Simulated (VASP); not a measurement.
# InP (F-43m) in VASP: a series of runs

InP is run at these levels: PBE; tasks: single point.

Everything below comes from runs of VASP 6.6.1. Logs are shortened: lines on timing, memory, paths and dates and some standing lists are left out, and cuts for length are marked.

**1. The cell of the first run**

It takes space group F-43m (No. 216, cubic). The conventional cell has a = 5.957 Å, b = 5.957 Å, c = 5.957 Å, α = 90.00°, β = 90.00°, γ = 90.00°. In (site symmetry -43m) has 4 P at 2.58 Å within 3.4 Å. Within 3.4 Å of P (site symmetry -43m) lie 4 In at 2.58 Å.

**2. Single point, PBE (volume scaled by 1.05)**

INCAR

```
PREC = Accurate
ENCUT = 520
EDIFF = 1E-7
ISMEAR = -1
SIGMA = 0.03
LREAL = False
LASPH = True
NELM = 60
ALGO = Normal
ISIF = 2
LWAVE = False
LCHARG = False
GGA = PE
NBANDS = 16
```

KPOINTS

```
Automatic mesh
0
Gamma
  11 11 11
```

POSCAR

```
InP
1.0
    0.0000000000      2.9785495236      2.9785495236
    2.9785495236      0.0000000000      2.9785495236
    2.9785495236      2.9785495236      0.0000000000
In P
1 1
Direct
    0.0000000000      0.0000000000      0.0000000000
    0.7500000000      0.7500000000      0.7500000000
```

Potentials or basis: VASP PAW PBE potentials, release 64 (In_d, P).

Command:

```bash
$ cat potpaw_PBE.64/In_d/POTCAR potpaw_PBE.64/P/POTCAR > POTCAR
$ mpirun -np 1 vasp_std > vasp.out
```

OUTCAR:

```text
PREC = Accurate
   ENCUT = 520
   EDIFF = 1E-7
   ISMEAR = -1
   LREAL = False
   LASPH = True
   NELM = 60
   ISIF = 2
   GGA = PE

 ion  position               nearest neighbor table
   1  0.000  0.000  0.000-   2 2.58   2 2.58   2 2.58   2 2.58
   2  0.750  0.750  0.750-   1 2.58   1 2.58   1 2.58   1 2.58

  LATTYP: Found a face centered cubic cell.
 ALAT       =     5.9570990472

  Lattice vectors:

 A1 = (   0.0000000000,   2.9785495236,   2.9785495236)
 A2 = (   2.9785495236,   0.0000000000,   2.9785495236)
 A3 = (   2.9785495236,   2.9785495236,   0.0000000000)

Analysis of symmetry for initial positions (statically):
=====================================================================
 Subroutine PRICEL returns:
 Original cell was already a primitive cell.

 Routine SETGRP: Setting up the symmetry group for a
 face centered cubic supercell.

 Subroutine GETGRP returns: Found 24 space group operations
 (whereof 24 operations were pure point group operations)
 out of a pool of 48 trial point group operations.

The static configuration has the point symmetry T_d .

Analysis of symmetry for dynamics (positions and initial velocities):
=====================================================================
 Subroutine PRICEL returns:
 Original cell was already a primitive cell.

 Routine SETGRP: Setting up the symmetry group for a
 face centered cubic supercell.

 Subroutine GETGRP returns: Found 24 space group operations
 (whereof 24 operations were pure point group operations)
 out of a pool of 48 trial point group operations.

The dynamic configuration has the point symmetry T_d .

 Subroutine INISYM returns: Found 24 space group operations
 (whereof 24 operations are pure point group operations),
 and found     1 'primitive' translations

----------------------------------------------------------------------------------------

                                     Primitive cell

  volume of cell :      52.8499

  direct lattice vectors                    reciprocal lattice vectors
     0.000000000  2.978549524  2.978549524    -0.167866942  0.167866942  0.167866942
     2.978549524  0.000000000  2.978549524     0.167866942 -0.167866942  0.167866942
     2.978549524  2.978549524  0.000000000     0.167866942  0.167866942 -0.167866942

  length of vectors
     4.212305132  4.212305132  4.212305132     0.290754072  0.290754072  0.290754072

  position of ions in fractional coordinates (direct lattice)
     0.000000000  0.000000000  0.000000000
     0.750000000  0.750000000  0.750000000

  ion indices of the primitive-cell ions
   primitive index   ion index
                 1           1
                 2           2

----------------------------------------------------------------------------------------

 KPOINTS: Automatic mesh

Automatic generation of k-mesh.
 Grid dimensions read from file:
 generate k-points for:   11   11   11

 Generating k-lattice:

  Cartesian coordinates                     Fractional coordinates (reciprocal lattice)
    -0.015260631  0.015260631  0.015260631     0.090909091  0.000000000  0.000000000
     0.015260631 -0.015260631  0.015260631     0.000000000  0.090909091  0.000000000
     0.015260631  0.015260631 -0.015260631     0.000000000  0.000000000  0.090909091

  Length of vectors
     0.026432188  0.026432188  0.026432188

  Shift w.r.t. Gamma in fractional coordinates (k-lattice)
     0.000000000  0.000000000  0.000000000

 Subroutine IBZKPT returns following result:
 ===========================================

 Found     56 irreducible k-points:

 Following reciprocal coordinates:
            Coordinates               Weight
  0.000000  0.000000  0.000000      1.000000
  0.090909  0.000000  0.000000      8.000000
  0.181818  0.000000  0.000000      8.000000
  0.272727  0.000000  0.000000      8.000000
  0.363636  0.000000  0.000000      8.000000
  0.454545  0.000000  0.000000      8.000000
[... 16 lines left out ...]
 -0.272727  0.181818  0.000000     24.000000
 -0.181818  0.181818  0.000000     12.000000
 [... further k-points ...]
   k-points           NKPTS =     56   k-points in BZ     NKDIM =     56   number of bands    NBANDS=     16
   number of dos      NEDOS =    301   number of ions     NIONS =      2
   total plane-waves  NPLWV =  32768
   dimension x,y,z NGX =    32 NGY =   32 NGZ =   32
   dimension x,y,z NGXF=    64 NGYF=   64 NGZF=   64
   ions per type =               1   1
   NGX,Y,Z   is equivalent  to a cutoff of  12.63, 12.63, 12.63 a.u.
   NGXF,Y,Z  is equivalent  to a cutoff of  25.26, 25.26, 25.26 a.u.
 SYSTEM =  unknown system
   PREC   = accura    normal or accurate (medium, high low for compatibility)
   ISTART =      0    job   : 0-new  1-cont  2-samecut
   ICHARG =      2    charge: 1-file 2-atom 10-const
   ISPIN  =      1    spin polarized calculation?
   LNONCOLLINEAR =      F non collinear calculations
   LSORBIT =      F    spin-orbit coupling
   LASPH  =      T    aspherical Exc in radial PAW
   ENCUT  =  520.0 eV  38.22 Ry    6.18 a.u.   7.83  7.83  7.83*2*pi/ulx,y,z
   NELM   =     60;   NELMIN=  2; NELMDL= -5     # of ELM steps
   EDIFF  = 0.1E-06   stopping-criterion for ELM
   LREAL  =      F    real-space projection
   EDIFFG = 0.1E-05   stopping-criterion for IOM
   NSW    =      0    number of steps for IOM
   IBRION =     -1    ionic relax: 0-MD 1-quasi-New 2-CG
   NFREE  =      0    steps in history (QN), initial steepest desc. (CG)
   ISIF   =      2    stress and relaxation
   ISYM   =      2    0-nonsym 1-usesym 2-fastsym
   POTIM  = 0.5000    time-step for ionic-motion
   TEBEG  =    0.0;   TEEND  =   0.0 temperature during run
   PSTRESS=    0.0 pullay stress
   NELECT =      18.0000    total number of electrons
   NUPDOWN=      -1.0000    fix difference up-down
   EMIN   =  10.00;   EMAX   =-10.00  energy-range for DOS
   EFERMI =   0.00;   METHOD = LEGACY
   ISMEAR =    -1;   SIGMA  =   0.03  broadening in eV -4-tet -1-fermi 0-gaus
   EFERMI_NEDOS =   21; number of points for ismear=-14 and -15
   IALGO  =     38    algorithm
   IMIX   =      4    mixing-type and parameters
     AMIX     =   0.40;   BMIX     =  1.00
     AMIX_MAG =   1.60;   BMIX_MAG =  1.00
  volume/ion in A,a.u.               =      26.42       178.32
  Fermi-wavevector in a.u.,A,eV,Ry     =   1.143275  2.160477 17.783883  1.307079
  Thomas-Fermi vector in A             =   2.279971
   LORBIT       =      0    0 simple, 1 ext, 2 COOP (PROOUT), +10 PAW based schemes
   GGA     = PE    functional components
   LHFCALC =     F    Hartree Fock is set to
   AEXX    =    0.0000 exact exchange contribution
   IVDW    =     0    specifies the selected vdW correction
   LEPSILON=     F    determine dielectric tensor
   LRPA    =     F    only Hartree local field effects (RPA)
 non-spin polarized calculation
  energy-cutoff  :      520.00
  volume of cell :       52.85
 maximum number of plane-waves:      1433
   NGX = 15   NGY = 15   NGZ = 15

 number of electron      18.0000005 magnetization

 Free energy of the ion-electron system (eV)
  ---------------------------------------------------
  ext. energy  EPLUGINS =         0.00000000
  ---------------------------------------------------
  free energy    TOTEN  =        -8.40826500 eV

  energy without entropy =       -8.40826406  energy(sigma->0) =       -8.40826453

 E-fermi :   4.9124     XC(G=0):  -9.0685

 val. band max:        4.6687599641   @ k =   0.0000   0.0000   0.0000
 cond. band min:       5.1146982753   @ k =   0.0000   0.0000   0.0000
 fundamental gap:      0.4459383112
 Fermi energy:         4.9124097517

 k-point     1 :       0.0000    0.0000    0.0000
  band No.  band energies     occupation
      1      -9.4276      2.00000
      2      -9.4276      2.00000
      3      -9.4276      2.00000
      4      -9.2984      2.00000
      5      -9.2984      2.00000
      6      -6.5256      2.00000
[... 8 lines left out ...]
     15      14.0397      0.00000
     16      14.0397      0.00000

 k-point     2 :       0.0909    0.0000    0.0000
  band No.  band energies     occupation
      1      -9.4359      2.00000
      2      -9.4241      2.00000
      3      -9.4241      2.00000
      4      -9.2984      2.00000
      5      -9.2984      2.00000
      6      -6.4377      2.00000
[... 8 lines left out ...]
     15      13.6321      0.00000
     16      13.6321      0.00000

 k-point     3 :       0.1818    0.0000    0.0000
  band No.  band energies     occupation
      1      -9.4576      2.00000
      2      -9.4154      2.00000
      3      -9.4154      2.00000
      4      -9.2978      2.00000
      5      -9.2978      2.00000
      6      -6.1834      2.00000
[... 8 lines left out ...]
     15      13.2049      0.00000
     16      13.9737      0.00000

 k-point     4 :       0.2727    0.0000    0.0000
  band No.  band energies     occupation
      1      -9.4850      2.00000
      2      -9.4055      2.00000
      3      -9.4055      2.00000
      4      -9.2953      2.00000
      5      -9.2953      2.00000
      6      -5.7949      2.00000
[... 8 lines left out ...]
     15      13.2936      0.00000
     16      13.6117      0.00000

 k-point     5 :       0.3636    0.0000    0.0000
  band No.  band energies     occupation
      1      -9.5093      2.00000
      2      -9.3983      2.00000
      3      -9.3983      2.00000
      4      -9.2910      2.00000
      5      -9.2910      2.00000
      6      -5.3479      2.00000
[... 8 lines left out ...]
     15      13.9783      0.00000
     16      13.9783      0.00000

 k-point     6 :       0.4545    0.0000    0.0000
  band No.  band energies     occupation
      1      -9.5234      2.00000
      2      -9.3950      2.00000
      3      -9.3950      2.00000
      4      -9.2875      2.00000
      5      -9.2875      2.00000
      6      -5.0091      2.00000
[... 8 lines left out ...]
     15      14.9498      0.00000
     16      14.9498      0.00000
[... 267 lines left out ...]
 k-point    21 :      -0.4545    0.1818    0.0000
  band No.  band energies     occupation
      1      -9.5350      2.00000
      2      -9.3863      2.00000
      3      -9.3772      2.00000
      4      -9.3002      2.00000
      5      -9.2860      2.00000
      6      -4.7499      2.00000
[... 8 lines left out ...]
     15      14.7656      0.00000
     16      15.5218      0.00000

 k-point    22 :      -0.3636    0.1818    0.0000
  band No.  band energies     occupation
      1      -9.5285      2.00000
      2      -9.3884      2.00000
      3      -9.3812      2.00000
      4      -9.2944      2.00000
      5      -9.2931      2.00000
      6      -4.8758      2.00000
[... 8 lines left out ...]
     15      14.1598      0.00000
     16      15.5357      0.00000

 k-point    23 :      -0.2727    0.1818    0.0000
  band No.  band energies     occupation
      1      -9.5137      2.00000
      2      -9.3916      2.00000
      3      -9.3895      2.00000
      4      -9.2998      2.00000
      5      -9.2915      2.00000
      6      -5.2505      2.00000
[... 8 lines left out ...]
     15      14.9834      0.00000
     16      15.7419      0.00000

 k-point    24 :      -0.1818    0.1818    0.0000
  band No.  band energies     occupation
      1      -9.4939      2.00000
      2      -9.4009      2.00000
      3      -9.3972      2.00000
      4      -9.3025      2.00000
      5      -9.2914      2.00000
      6      -5.6646      2.00000
[... 8 lines left out ...]
     15      14.3097      0.00000
     16      15.5726      0.00000

 [... further k-points ...]
[... 5 lines left out ...]
  --------------------------------------------------------------------------------------
  -------------------------------------------------------------------------------------
  Total        0.0093342      0.0093342      0.0093342      0.0000000      0.0000000      0.0000000
  in kB        0.2829703      0.2829703      0.2829703      0.0000000      0.0000000      0.0000000
  external PRESSURE =       0.2829703 kB  Pullay stress =       0.0000000 kB

 VOLUME and BASIS-vectors are now :
 -----------------------------------------------------------------------------
  energy-cutoff  :      520.00
  volume of cell :       52.85
      direct lattice vectors                 reciprocal lattice vectors
     0.000000000  2.978549524  2.978549524    -0.167866942  0.167866942  0.167866942
     2.978549524  0.000000000  2.978549524     0.167866942 -0.167866942  0.167866942
     2.978549524  2.978549524  0.000000000     0.167866942  0.167866942 -0.167866942

 POSITION                                       TOTAL-FORCE (eV/Angst)
 -----------------------------------------------------------------------------------
      0.00000      0.00000      0.00000         0.000000      0.000000      0.000000
      4.46782      4.46782      4.46782        -0.000000     -0.000000     -0.000000
 -----------------------------------------------------------------------------------
    total drift:                                0.000000      0.000000      0.000000

  FREE ENERGIE OF THE ION-ELECTRON SYSTEM (eV)
  ---------------------------------------------------
  free  energy   TOTEN  =        -8.4082649996 eV

  energy  without entropy=       -8.4082640607  energy(sigma->0) =       -8.40826453
```

It took 40 s on 1 thread of Intel Xeon Platinum 8259CL at 2.50GHz (Skylake/Cascade Lake), shared host; peak memory 0.2 GiB.

Results:

```
Free energy            : -8.4083 eV
Pressure               : 0.0 GPa
Band gap on the k mesh : 0.45 eV, direct
```

Caveat: the cell differs from its parent crystal (volume scaled by 1.05); spin-orbit coupling is left out, which moves the levels of the heavy elements.

**3. Single point, PBE**

This run uses another cell than the first one, of 25.17 Å³/atom, 0.952 times its volume.

INCAR

```
SYSTEM = InP
ALGO     = Normal         ! electronic algorithm
EDIFF    = 1E-7           ! SCF threshold, eV
ENCUT    = 520            ! plane-wave cutoff, eV
GGA      = PE             ! functional
ISIF     = 2              ! what is computed and relaxed
ISMEAR   = -1             ! smearing method
LASPH    = .TRUE.         ! aspherical terms in the spheres
LCHARG   = .FALSE.        ! write CHGCAR
LREAL    = .FALSE.        ! projectors in reciprocal space
LWAVE    = .FALSE.        ! write WAVECAR
NBANDS   = 16             ! bands
NELM     = 60             ! most SCF steps
PREC     = Accurate       ! precision mode
SIGMA    = 0.03           ! smearing width, eV
```

KPOINTS

```
k-points
0
G
  3 3 3
  0 0 0
```

POSCAR

```
InP
1.0
    0.0000000000      2.9305000000      2.9305000000
    2.9305000000      0.0000000000      2.9305000000
    2.9305000000      2.9305000000      0.0000000000
In P
1 1
Direct
    0.0000000000      0.0000000000      0.0000000000
    0.7500000000      0.7500000000      0.7500000000
```

Potentials or basis: VASP PAW PBE potentials, release 64 (In_d, P).

Command:

```bash
$ cat potpaw_PBE.64/In_d/POTCAR potpaw_PBE.64/P/POTCAR > POTCAR
$ mpirun -np 1 vasp_std > vasp.out
```

Wall time 3.7 s (1 thread of Intel Xeon 6975P-C (Granite Rapids), shared host); peak memory 0.17 GiB.

It converged, with:

| Item | Value |
| --- | --- |
| Free energy | -7.9836 eV |
| Pressure | 4.1 GPa |
| Band gap on the k mesh | 0.68 eV, direct |

Levels at points of the mesh, in eV from the valence-band top:
| k point | band 5 | band 6 | band 7 | band 8 | band 9 | band 10 | band 11 | band 12 | band 13 | band 14 |
| --- | --- | --- | --- | --- | --- | --- | --- | --- | --- | --- |
| (0.00, 0.00, 0.00) | -14.17 | -11.53 | 0.00 | 0.00 | 0.00 | 0.68 | 4.01 | 4.01 | 4.01 | 8.54 |

Caveat: the k points lie up to 0.62 Å⁻¹ apart; spin-orbit coupling is left out, which moves the levels of the heavy elements.

(Part 1 of 2 ends here.)
